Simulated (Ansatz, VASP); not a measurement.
This is a calculation of CdF2 for Ansatz 0.2.0.

Contents of input.yaml:

```yaml
crystal:
  lattice:
    - [0.0, 2.7294514339, 2.7294514339]
    - [2.7294514339, 0.0, 2.7294514339]
    - [2.7294514339, 2.7294514339, 0.0]
  atoms:
    - { symbol: Cd, position: [0.0, 0.0, 0.0] }
    - { symbol: F, position: [0.75, 0.75, 0.75] }
    - { symbol: F, position: [0.25, 0.25, 0.25] }
hamiltonian:
  xc: r2scan
  pseudopotentials: { kind: paw }
kpoints:
  mp_grid: { grid: [9, 9, 9] }
scf:
  occupations: { method: fermi_dirac, width: 0.05 }
output:
  forces: true
  stress: true
  eigenvalues: true
```

Potentials or basis: Ansatz PAW.

Run with:

```console
$ ansatz run input.yaml --threads 2 --pin off --max-ram 5632MiB --backend cpu --events-out ev --progress --plain --runs-dir out
```

Q: Set up the same calculation for VASP 6.6.1. Potentials there: VASP PAW PBE potentials, release 64 (Cd, F).

A: As run (the cutoff follows the program's own potentials):

POSCAR

```
CdF2
1.0
    0.0000000000      2.7294514339      2.7294514339
    2.7294514339      0.0000000000      2.7294514339
    2.7294514339      2.7294514339      0.0000000000
Cd F
1 2
Direct
    0.0000000000      0.0000000000      0.0000000000
    0.7500000000      0.7500000000      0.7500000000
    0.2500000000      0.2500000000      0.2500000000
```

INCAR.step1

```
SYSTEM = CdF2
  PREC = Accurate
  ENCUT = 520
  ISMEAR = -1
  SIGMA = 0.05
  LREAL = .FALSE.
  LASPH = .TRUE.
  NELM = 80
  NBANDS = 20
  GGA = PE
  ALGO = Normal
  EDIFF = 1E-4
  LWAVE = .TRUE.
  LCHARG = .FALSE.
```

The input INCAR.step2:

```
SYSTEM = CdF2
  PREC = Accurate
  ENCUT = 520
  EDIFF = 1E-6
  ISMEAR = -1
  SIGMA = 0.05
  LREAL = .FALSE.
  LASPH = .TRUE.
  NELM = 80
  ALGO = Normal
  ISIF = 2
  LWAVE = .FALSE.
  LCHARG = .FALSE.
  METAGGA = R2SCAN
  LMIXTAU = .TRUE.
  NBANDS = 20
  ISTART = 1
```

The input KPOINTS:

```
regular mesh
0
G
  9 9 9
  0 0 0
```

Potentials or basis: VASP PAW PBE potentials, release 64 (Cd, F).

Launch:

```sh
$ cat potpaw_PBE.64/Cd/POTCAR potpaw_PBE.64/F/POTCAR > POTCAR
$ cp INCAR.step1 INCAR
$ mpirun -np 1 vasp_std > vasp.out
$ cp INCAR.step2 INCAR
$ mpirun -np 1 vasp_std > vasp.out
```

Both were run:

|  | VASP | Ansatz | Ansatz less VASP |
| --- | --- | --- | --- |
| gap on the k mesh at the Fermi level (eV) | 3.64 | 3.68 | +0.042 |
| least direct gap on the mesh (eV) | 4.16 | 4.21 | +0.050 |
| pressure (GPa) | -3.2 | -4.0 | -0.77 |

VASP's potentials were made for PBE, not for r2SCAN. VASP's potentials hold 26 valence electrons a cell and Ansatz's 34, so a difference there can come from the potentials and not from the codes.

Noted on Ansatz's run: odd divisions of the mesh miss points on the zone boundary, where band edges often lie, so the gap on the mesh can be too wide.
